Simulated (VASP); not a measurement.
Input of a VASP 6.6.1 run:

Contents of POSCAR:

```
CaO
1.0
    0.0000000000      2.3975501265      2.3975501265
    2.3975501265      0.0000000000      2.3975501265
    2.3975501265      2.3975501265      0.0000000000
Ca O
1 1
Direct
    0.0000000000      0.0000000000      0.0000000000
    0.5000000000      0.5000000000      0.5000000000
```

The input INCAR.step1:

```
SYSTEM = CaO
ALGO = Normal ; EDIFF = 1E-5
ENCUT = 910 ; GGA = PE
GGA_COMPAT = .FALSE. ; ISMEAR = 0
LASPH = .TRUE. ; LCHARG = .FALSE.
LREAL = .FALSE. ; LWAVE = .TRUE.
NBANDS = 15 ; NELM = 120
PREC = Accurate ; SIGMA = 0.01
```

INCAR.step2

```
SYSTEM = CaO
ALGO = Normal ; EDIFF = 1E-6
ENCUT = 910 ; GGA_COMPAT = .FALSE.
ISIF = 2 ; ISMEAR = 0
ISTART = 1 ; LASPH = .TRUE.
LCHARG = .TRUE. ; LELF = .TRUE.
LMIXTAU = .TRUE. ; LREAL = .FALSE.
LVHAR = .TRUE. ; LWAVE = .FALSE.
METAGGA = R2SCAN ; NBANDS = 15
NELM = 120 ; PREC = Accurate
SIGMA = 0.01
```

The input KPOINTS:

```
k-points
0
G
  10 10 10
  0 0 0
```

Potentials or basis: VASP PAW PBE potentials, release 64 (Ca_sv, O_h).

Launch:

```sh
$ cat potpaw_PBE.64/Ca_sv/POTCAR potpaw_PBE.64/O_h/POTCAR > POTCAR
$ cp INCAR.step1 INCAR
$ mpirun -np 1 vasp_std > vasp.out
$ cp INCAR.step2 INCAR
$ mpirun -np 1 vasp_std > vasp.out
```

Estimate the band gap on the k mesh.

4.19 eV (least direct gap 4.56 eV).

What does it give for the pressure?

0.9 GPa.

Caveat: the cutoff is under 1.25 times the usual one of these potentials, so pressure, stress and relaxed cells hold a basis-set (Pulay) error; the PAW data sets were made with another functional, which shifts forces and pressure a little. A k mesh can miss the band edges.
